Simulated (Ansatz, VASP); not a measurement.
Two plane-wave programs on C

```
C
1.0
     2.43230    0.00000    0.00000
    -1.21615    2.10643    0.00000
     0.00000    0.00000   13.05060
C
12
Direct
  0.00000 0.00000 0.18686
  0.00000 0.00000 0.68686
  0.00000 0.00000 0.31314
  0.00000 0.00000 0.81314
  0.33333 0.66667 0.52077
  0.66667 0.33333 0.02077
  0.33333 0.66667 0.97923
  0.66667 0.33333 0.47923
  0.33333 0.66667 0.64510
  0.66667 0.33333 0.14510
  0.33333 0.66667 0.85490
  0.66667 0.33333 0.35490
```

Alike in both runs: task single point; functional PBE; k mesh 12 × 12 × 2; occupations gaussian, width 0.05 eV; no spin polarisation.

|  | VASP | Ansatz |
| --- | --- | --- |
| version | VASP 6.6.1 | Ansatz 0.2.0 |
| potentials or method | VASP PAW PBE potentials, release 64 (C), cutoff 520 eV | scalar-relativistic, plane waves, PAW |
| valence electrons in the cell | 48 | 48 |

```tsv
	VASP	Ansatz	Ansatz less VASP
gap on the k mesh at the Fermi level (eV)	3.32	3.32	+0.003
least direct gap on the mesh (eV)	3.32	3.32	+0.003
pressure (GPa)	14.8	14.1	-0.75
traceless stress, the component that is largest in VASP (GPa)	-66.16	-65.79	+0.368
rms of the force components (eV/Å)	0.037	0.047	+0.0098
```

Atom by atom the forces differ by 0.015 eV/Å (rms over components).
